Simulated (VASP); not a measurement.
# HfO2: single point with PBEsol

The system is HfO2.

```
CELL_PARAMETERS angstrom
0.00000 2.52293 2.52293
2.52293 0.00000 2.52293
2.52293 2.52293 0.00000
ATOMIC_POSITIONS crystal
Hf 0.00000 0.00000 0.00000
O 0.25000 0.25000 0.25000
O 0.75000 0.75000 0.75000
```

```yaml
Program: VASP 6.6.1
Task: single point
Functional: PBEsol
Potentials_or_basis: VASP PAW PBE potentials, release 64 (Hf_pv, O)
Cutoff: 520 eV
k_mesh: 6 × 6 × 6
Occupations: gaussian, width 0.01 eV
Spin: no spin polarisation
Dipole_correction: no
Further_INCAR_settings: ALGO = Normal; EDIFF = 1e-07; NBANDS = 18
```

The pressure is -4.0 GPa and the band gap on the k mesh is 3.71 eV, direct.

Levels at points of the mesh, in eV from the valence-band top:
```csv
k point,band 8,band 9,band 10,band 11,band 12,band 13,band 14,band 15
"(0.00, 0.00, 0.00)",-5.49,-0.62,-0.62,-0.62,3.81,3.81,5.76,10.60
"(0.50, 0.00, 0.00)",-3.11,-2.81,-1.87,-1.87,4.57,4.57,7.09,8.89
"(0.50, 0.50, 0.00)",-3.54,-1.57,-1.57,0.00,3.71,5.51,6.73,8.26
```

Run time: 20 s on 1 thread of Intel(R) Xeon(R) Platinum 8259CL CPU @ 2.50GHz (Skylake/Cascade Lake), with other jobs on the host, peak memory 0.16 GiB.

Caveat: the PAW data sets were made with another functional, which shifts forces and pressure a little; spin-orbit coupling is left out, which moves the levels of the heavy elements. Expect the measured gap to be larger: semilocal functionals such as PBEsol lack the derivative discontinuity.
